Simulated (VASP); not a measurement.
# InP (F-43m) in VASP: notebook

InP is run at these levels: PBE; tasks: single point.

Program: VASP 6.6.1. These are calculated values, not measurements. Logs are shortened: lines on timing, memory, paths and dates and some standing lists are left out, and cuts for length are marked.

## (1) The cell of the first run

Symmetry: F-43m, No. 216, cubic system. Conventional cell: a = 5.796 Å, b = 5.796 Å, c = 5.796 Å, α = 90.00°, β = 90.00°, γ = 90.00°. Within 3.3 Å of In (site symmetry -43m) lie 4 P at 2.51 Å. P (site symmetry -43m) has 4 In at 2.51 Å within 3.3 Å.

## (2) Single point, PBE (24.34 Å³/atom)

File INCAR:

```
SYSTEM = InP
PREC = Accurate
ENCUT = 520
EDIFF = 1E-6
ISMEAR = 0
SIGMA = 0.05
LREAL = .FALSE.
LASPH = .TRUE.
NELM = 80
ALGO = Normal
ISIF = 2
LWAVE = .FALSE.
LCHARG = .FALSE.
GGA = PE
NBANDS = 16
```

File KPOINTS:

```
Automatic mesh
0
G
  14 14 14
  0 0 0
```

File POSCAR:

```
InP
1.0
    0.0000000000      2.8980992183      2.8980992183
    2.8980992183      0.0000000000      2.8980992183
    2.8980992183      2.8980992183      0.0000000000
In P
1 1
Direct
    0.0000000000      0.0000000000      0.0000000000
    0.2500000000      0.2500000000      0.2500000000
```

Potentials or basis: VASP PAW PBE potentials, release 64 (In_d, P).

Started as:

```sh
$ cat potpaw_PBE.64/In_d/POTCAR potpaw_PBE.64/P/POTCAR > POTCAR
$ mpirun -np 1 vasp_std > vasp.out
```

OUTCAR:

```text
SYSTEM = InP
   PREC = Accurate
   ENCUT = 520
   EDIFF = 1E-6
   ISMEAR = 0
   LREAL = .FALSE.
   LASPH = .TRUE.
   NELM = 80
   ISIF = 2
   GGA = PE

 ion  position               nearest neighbor table
   1  0.000  0.000  0.000-   2 2.51   2 2.51   2 2.51   2 2.51
   2  0.250  0.250  0.250-   1 2.51   1 2.51   1 2.51   1 2.51

  LATTYP: Found a face centered cubic cell.
 ALAT       =     5.7961984366

  Lattice vectors:

 A1 = (   0.0000000000,   2.8980992183,   2.8980992183)
 A2 = (   2.8980992183,   0.0000000000,   2.8980992183)
 A3 = (   2.8980992183,   2.8980992183,   0.0000000000)

Analysis of symmetry for initial positions (statically):
=====================================================================
 Subroutine PRICEL returns:
 Original cell was already a primitive cell.

 Routine SETGRP: Setting up the symmetry group for a
 face centered cubic supercell.

 Subroutine GETGRP returns: Found 24 space group operations
 (whereof 24 operations were pure point group operations)
 out of a pool of 48 trial point group operations.

The static configuration has the point symmetry T_d .

Analysis of symmetry for dynamics (positions and initial velocities):
=====================================================================
 Subroutine PRICEL returns:
 Original cell was already a primitive cell.

 Routine SETGRP: Setting up the symmetry group for a
 face centered cubic supercell.

 Subroutine GETGRP returns: Found 24 space group operations
 (whereof 24 operations were pure point group operations)
 out of a pool of 48 trial point group operations.

The dynamic configuration has the point symmetry T_d .

 Subroutine INISYM returns: Found 24 space group operations
 (whereof 24 operations are pure point group operations),
 and found     1 'primitive' translations

----------------------------------------------------------------------------------------

                                     Primitive cell

  volume of cell :      48.6821

  direct lattice vectors                    reciprocal lattice vectors
     0.000000000  2.898099218  2.898099218    -0.172526874  0.172526874  0.172526874
     2.898099218  0.000000000  2.898099218     0.172526874 -0.172526874  0.172526874
     2.898099218  2.898099218  0.000000000     0.172526874  0.172526874 -0.172526874

  length of vectors
     4.098531220  4.098531220  4.098531220     0.298825312  0.298825312  0.298825312

  position of ions in fractional coordinates (direct lattice)
     0.000000000  0.000000000  0.000000000
     0.250000000  0.250000000  0.250000000

  ion indices of the primitive-cell ions
   primitive index   ion index
                 1           1
                 2           2

----------------------------------------------------------------------------------------

 KPOINTS: Automatic mesh

Automatic generation of k-mesh.
 Grid dimensions read from file:
 generate k-points for:   14   14   14

 Generating k-lattice:

  Cartesian coordinates                     Fractional coordinates (reciprocal lattice)
    -0.012323348  0.012323348  0.012323348     0.071428571  0.000000000  0.000000000
     0.012323348 -0.012323348  0.012323348     0.000000000  0.071428571  0.000000000
     0.012323348  0.012323348 -0.012323348     0.000000000  0.000000000  0.071428571

  Length of vectors
     0.021344665  0.021344665  0.021344665

  Shift w.r.t. Gamma in fractional coordinates (k-lattice)
     0.000000000  0.000000000  0.000000000

 Subroutine IBZKPT returns following result:
 ===========================================

 Found    104 irreducible k-points:

 Following reciprocal coordinates:
            Coordinates               Weight
  0.000000  0.000000  0.000000      1.000000
  0.071429  0.000000  0.000000      8.000000
  0.142857  0.000000  0.000000      8.000000
  0.214286  0.000000  0.000000      8.000000
  0.285714  0.000000  0.000000      8.000000
  0.357143  0.000000  0.000000      8.000000
[... 16 lines left out ...]
  0.214286  0.142857  0.000000     24.000000
  0.285714  0.142857  0.000000     24.000000
 [... further k-points ...]
   k-points           NKPTS =    104   k-points in BZ     NKDIM =    104   number of bands    NBANDS=     16
   number of dos      NEDOS =    301   number of ions     NIONS =      2
   total plane-waves  NPLWV =  27000
   dimension x,y,z NGX =    30 NGY =   30 NGZ =   30
   dimension x,y,z NGXF=    60 NGYF=   60 NGZF=   60
   ions per type =               1   1
   NGX,Y,Z   is equivalent  to a cutoff of  12.17, 12.17, 12.17 a.u.
   NGXF,Y,Z  is equivalent  to a cutoff of  24.34, 24.34, 24.34 a.u.
 SYSTEM =  InP
   PREC   = accura    normal or accurate (medium, high low for compatibility)
   ISTART =      0    job   : 0-new  1-cont  2-samecut
   ICHARG =      2    charge: 1-file 2-atom 10-const
   ISPIN  =      1    spin polarized calculation?
   LNONCOLLINEAR =      F non collinear calculations
   LSORBIT =      F    spin-orbit coupling
   LASPH  =      T    aspherical Exc in radial PAW
   ENCUT  =  520.0 eV  38.22 Ry    6.18 a.u.   7.62  7.62  7.62*2*pi/ulx,y,z
   NELM   =     80;   NELMIN=  2; NELMDL= -5     # of ELM steps
   EDIFF  = 0.1E-05   stopping-criterion for ELM
   LREAL  =      F    real-space projection
   EDIFFG = 0.1E-04   stopping-criterion for IOM
   NSW    =      0    number of steps for IOM
   IBRION =     -1    ionic relax: 0-MD 1-quasi-New 2-CG
   NFREE  =      0    steps in history (QN), initial steepest desc. (CG)
   ISIF   =      2    stress and relaxation
   ISYM   =      2    0-nonsym 1-usesym 2-fastsym
   POTIM  = 0.5000    time-step for ionic-motion
   TEBEG  =    0.0;   TEEND  =   0.0 temperature during run
   PSTRESS=    0.0 pullay stress
   NELECT =      18.0000    total number of electrons
   NUPDOWN=      -1.0000    fix difference up-down
   EMIN   =  10.00;   EMAX   =-10.00  energy-range for DOS
   EFERMI =   0.00;   METHOD = LEGACY
   ISMEAR =     0;   SIGMA  =   0.05  broadening in eV -4-tet -1-fermi 0-gaus
   EFERMI_NEDOS =   21; number of points for ismear=-14 and -15
   IALGO  =     38    algorithm
   IMIX   =      4    mixing-type and parameters
     AMIX     =   0.40;   BMIX     =  1.00
     AMIX_MAG =   1.60;   BMIX_MAG =  1.00
  volume/ion in A,a.u.               =      24.34       164.26
  Fermi-wavevector in a.u.,A,eV,Ry     =   1.175012  2.220451 18.784937  1.380654
  Thomas-Fermi vector in A             =   2.311400
   LORBIT       =      0    0 simple, 1 ext, 2 COOP (PROOUT), +10 PAW based schemes
   GGA     = PE    functional components
   LHFCALC =     F    Hartree Fock is set to
   AEXX    =    0.0000 exact exchange contribution
   IVDW    =     0    specifies the selected vdW correction
   LEPSILON=     F    determine dielectric tensor
   LRPA    =     F    only Hartree local field effects (RPA)
 non-spin polarized calculation
 Gauss-broadening in eV      SIGMA  =   0.05
  energy-cutoff  :      520.00
  volume of cell :       48.68
 maximum number of plane-waves:      1363
   NGX = 15   NGY = 15   NGZ = 15

 number of electron      18.0000009 magnetization

 Free energy of the ion-electron system (eV)
  ---------------------------------------------------
  ext. energy  EPLUGINS =         0.00000000
  ---------------------------------------------------
  free energy    TOTEN  =        -8.33522830 eV

  energy without entropy =       -8.33522830  energy(sigma->0) =       -8.33522830

 E-fermi :   5.7927     XC(G=0):  -9.4326

 val. band max:        5.5600521932   @ k =   0.0000   0.0000   0.0000
 cond. band min:       6.4539957068   @ k =   0.0000   0.0000   0.0000
 fundamental gap:      0.8939435136
 Fermi energy:         5.7926609626

 k-point     1 :       0.0000    0.0000    0.0000
  band No.  band energies     occupation
      1      -8.6959      2.00000
      2      -8.6959      2.00000
      3      -8.6959      2.00000
      4      -8.5262      2.00000
      5      -8.5262      2.00000
      6      -6.1914      2.00000
[... 8 lines left out ...]
     15      15.0623      0.00000
     16      15.0623      0.00000

 k-point     2 :       0.0714    0.0000    0.0000
  band No.  band energies     occupation
      1      -8.7035      2.00000
      2      -8.6930      2.00000
      3      -8.6930      2.00000
      4      -8.5262      2.00000
      5      -8.5262      2.00000
      6      -6.1291      2.00000
[... 8 lines left out ...]
     15      14.7512      0.00000
     16      14.7512      0.00000

 k-point     3 :       0.1429    0.0000    0.0000
  band No.  band energies     occupation
      1      -8.7242      2.00000
      2      -8.6852      2.00000
      3      -8.6852      2.00000
      4      -8.5260      2.00000
      5      -8.5260      2.00000
      6      -5.9463      2.00000
[... 8 lines left out ...]
     15      14.3079      0.00000
     16      15.1591      0.00000

 k-point     4 :       0.2143    0.0000    0.0000
  band No.  band energies     occupation
      1      -8.7528      2.00000
      2      -8.6749      2.00000
      3      -8.6749      2.00000
      4      -8.5246      2.00000
      5      -8.5246      2.00000
      6      -5.6553      2.00000
[... 8 lines left out ...]
     15      14.1228      0.00000
     16      14.9545      0.00000
[... 324 lines left out ...]
 k-point    22 :       0.1429    0.1429    0.0000
  band No.  band energies     occupation
      1      -8.7438      2.00000
      2      -8.6747      2.00000
      3      -8.6747      2.00000
      4      -8.5353      2.00000
      5      -8.5188      2.00000
      6      -5.8661      2.00000
[... 8 lines left out ...]
     15      15.2418      0.00000
     16      15.8395      0.00000

 k-point    23 :       0.2143    0.1429    0.0000
  band No.  band energies     occupation
      1      -8.7664      2.00000
      2      -8.6651      2.00000
      3      -8.6636      2.00000
      4      -8.5393      2.00000
      5      -8.5153      2.00000
      6      -5.6521      2.00000
[... 8 lines left out ...]
     15      15.1996      0.00000
     16      16.4056      0.00000

 k-point    24 :       0.2857    0.1429    0.0000
  band No.  band energies     occupation
      1      -8.7902      2.00000
      2      -8.6570      2.00000
      3      -8.6525      2.00000
      4      -8.5408      2.00000
      5      -8.5117      2.00000
      6      -5.3390      2.00000
[... 8 lines left out ...]
     15      15.2497      0.00000
     16      16.2272      0.00000

 [... further k-points ...]
[... 5 lines left out ...]
  --------------------------------------------------------------------------------------
  -------------------------------------------------------------------------------------
  Total        1.8076166      1.8076166      1.8076166      0.0000000      0.0000000      0.0000000
  in kB       59.4904363     59.4904363     59.4904363      0.0000000      0.0000000      0.0000000
  external PRESSURE =      59.4904363 kB  Pullay stress =       0.0000000 kB

 VOLUME and BASIS-vectors are now :
 -----------------------------------------------------------------------------
  energy-cutoff  :      520.00
  volume of cell :       48.68
      direct lattice vectors                 reciprocal lattice vectors
     0.000000000  2.898099218  2.898099218    -0.172526874  0.172526874  0.172526874
     2.898099218  0.000000000  2.898099218     0.172526874 -0.172526874  0.172526874
     2.898099218  2.898099218  0.000000000     0.172526874  0.172526874 -0.172526874

 POSITION                                       TOTAL-FORCE (eV/Angst)
 -----------------------------------------------------------------------------------
      0.00000      0.00000      0.00000        -0.000000     -0.000000     -0.000000
      1.44905      1.44905      1.44905         0.000000      0.000000      0.000000
 -----------------------------------------------------------------------------------
    total drift:                               -0.000000     -0.000000     -0.000000

  FREE ENERGIE OF THE ION-ELECTRON SYSTEM (eV)
  ---------------------------------------------------
  free  energy   TOTEN  =        -8.3352283009 eV

  energy  without entropy=       -8.3352283009  energy(sigma->0) =       -8.33522830
```

It took 2 min on 1 thread of Intel Xeon 8259CL, shared host; peak memory 0.22 GiB.

What came out:

```yaml
Free_energy: -8.3352 eV
Pressure: 5.9 GPa
Band_gap_on_the_k_mesh: 0.89 eV
```

Caveat: the cell stands under pressure; spin-orbit coupling is left out, which moves the levels of the heavy elements.

## (3) Single point, PBE (25.40 Å³/atom)

This run uses another cell than the first one, of 25.40 Å³/atom.

File INCAR:

```
PREC = Accurate ; ENCUT = 520
EDIFF = 1E-6 ; ISMEAR = 0
SIGMA = 0.05 ; LREAL = F
LASPH = T ; NELM = 60
ALGO = Normal ; ISIF = 2
LWAVE = F ; LCHARG = F
GGA = PE ; NBANDS = 16
```

File KPOINTS:

```
regular mesh
0
Gamma
  14 14 14
```

File POSCAR:

```
InP
1.0
    0.0000000000      2.9395062300      2.9395062300
    2.9395062300      0.0000000000      2.9395062300
    2.9395062300      2.9395062300      0.0000000000
In P
1 1
Direct
    0.0000000000      0.0000000000      0.0000000000
    0.2500000000      0.2500000000      0.2500000000
```

Potentials or basis: VASP PAW PBE potentials, release 64 (In_d, P).

Started as:

```sh
$ cat potpaw_PBE.64/In_d/POTCAR potpaw_PBE.64/P/POTCAR > POTCAR
$ mpirun -np 1 vasp_std > vasp.out
```

Wall time 98 s (1 thread of Intel Xeon 8259CL, shared host); peak memory 0.23 GiB.

Results (log left out):

```
Free energy            : -8.3916 eV
Pressure               : 2.6 GPa
Band gap on the k mesh : 0.66 eV
```

Levels at points of the mesh, in eV from the valence-band top:
```tsv
k point	band 6	band 7	band 8	band 9	band 10	band 11	band 12	band 13
(0.00, 0.00, 0.00)	-11.45	0.00	0.00	0.00	0.66	4.09	4.09	4.09
(0.50, 0.00, 0.00)	-9.76	-5.68	-0.96	-0.96	1.48	4.81	4.81	7.08
(0.50, 0.50, 0.00)	-9.12	-5.71	-2.29	-2.29	1.78	2.27	9.16	9.54
```

Caveat: spin-orbit coupling is left out, which moves the levels of the heavy elements. PBE gaps usually lie below the measured ones, often by a third to a half.
